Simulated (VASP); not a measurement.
Wanted: the native input for a VASP 6.6.1 run.

```
Task                   : single point
Functional             : LDA
Potentials or basis    : VASP PAW LDA potentials, release 64 (Al, Ga_d, N)
Cutoff                 : 520 eV
k mesh                 : 8 × 8 × 6
Occupations            : gaussian, width 0.05 eV
Spin                   : no spin polarisation
Dipole correction      : no
Further INCAR settings : ALGO = Normal; EDIFF = 1e-07; NBANDS = 21
```

The structure of AlGaN2 lies in POSCAR:

```
AlGaN2
1.0
    3.2293986565      0.0000000000      0.0000000000
    0.0000000000      3.2293986565      0.0000000000
    0.0000000000      0.0000000000      4.1846367088
Al Ga N
1 1 2
Direct
    0.5000000000      0.5000000000      0.5000000000
    0.0000000000      0.0000000000      0.0000000000
    0.5000000000      0.0000000000      0.7382648100
    0.0000000000      0.5000000000      0.2617351900
```

This cell differs from its parent crystal: ratio of the length along z to the lengths across it x 0.92, volume and fractional coordinates fixed.

One way to write it, as run:

INCAR

```
PREC = Accurate
ENCUT = 520
EDIFF = 1E-7
ISMEAR = 0
SIGMA = 0.05
LREAL = False
LASPH = True
NELM = 80
ALGO = Normal
ISIF = 2
LWAVE = False
LCHARG = False
GGA = CA
NBANDS = 21
```

KPOINTS

```
Automatic mesh
0
Gamma
  8 8 6
```

Potentials or basis: VASP PAW LDA potentials, release 64 (Al, Ga_d, N).

Launch:

```sh
$ cat potpaw_LDA.64/Al/POTCAR potpaw_LDA.64/Ga_d/POTCAR potpaw_LDA.64/N/POTCAR > POTCAR
$ mpirun -np 1 vasp_std > vasp.out
```

Results of the run:

```json
{
  "Pressure": "-4.9 GPa",
  "Largest force": "0.010 eV/Å",
  "Band gap on the k mesh": "2.88 eV, direct"
}
```

It took 57 s on 1 thread of AMD EPYC 7R13, on a shared host, peak memory 0.15 GiB.
